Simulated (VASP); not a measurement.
A run of VASP 6.6.1 is set up as follows.

The input INCAR:

```
SYSTEM = Ga2O3
PREC = Accurate ; ENCUT = 520
EDIFF = 1E-6 ; ISMEAR = -1
SIGMA = 0.02 ; LREAL = .False.
LASPH = .True. ; NELM = 80
ALGO = Normal ; ISIF = 2
LWAVE = .False. ; LCHARG = .False.
GGA = PE ; NBANDS = 55
```

File KPOINTS:

```
regular mesh
0
Gamma
  8 8 4
  0 0 0
```

POSCAR

```
Ga2O3
1.0
    6.3112356862     -1.5651446955     -0.0025700363
    6.3112356862      1.5651446955     -0.0025700363
   -1.4251478505      0.0000000000      5.5475376980
Ga O
4 6
Direct
    0.3416858684      0.3416858684      0.6869321099
    0.6583141316      0.6583141316      0.3130678901
    0.9142575863      0.9142575863      0.2123513089
    0.0857424137      0.0857424137      0.7876486911
    0.5028840960      0.5028840960      0.7399430982
    0.4971159040      0.4971159040      0.2600569018
    0.8250118976      0.8250118976      0.4318374081
    0.1749881024      0.1749881024      0.5681625919
    0.1582227571      0.1582227571      0.1084951091
    0.8417772429      0.8417772429      0.8915048909
```

Potentials or basis: VASP PAW PBE potentials, release 64 (Ga_d, O).

Command:

```sh
$ cat potpaw_PBE.64/Ga_d/POTCAR potpaw_PBE.64/O/POTCAR > POTCAR
$ mpirun -np 1 vasp_std > vasp.out
```

**Question.** What does it give for the band gap on the k mesh?

**Answer.** 1.89 eV.

**Question.** What does it give for the largest force?

**Answer.** 0.209 eV/Å.

**Question.** Predict the pressure.

**Answer.** 1.6 GPa.

Forces on the atoms (eV/Å):
```
Ga   0.032  0.000 -0.009
Ga  -0.032  0.000  0.009
Ga   0.014  0.000  0.027
Ga  -0.014  0.000 -0.027
O   -0.067  0.000 -0.054
O    0.067  0.000  0.054
O   -0.028  0.000  0.043
O    0.028  0.000 -0.043
O    0.207  0.000  0.027
O   -0.207  0.000 -0.027
```

Caveat: the cell differs from its parent crystal (epitaxial xy strain +3.0%). A k mesh can miss the band edges.
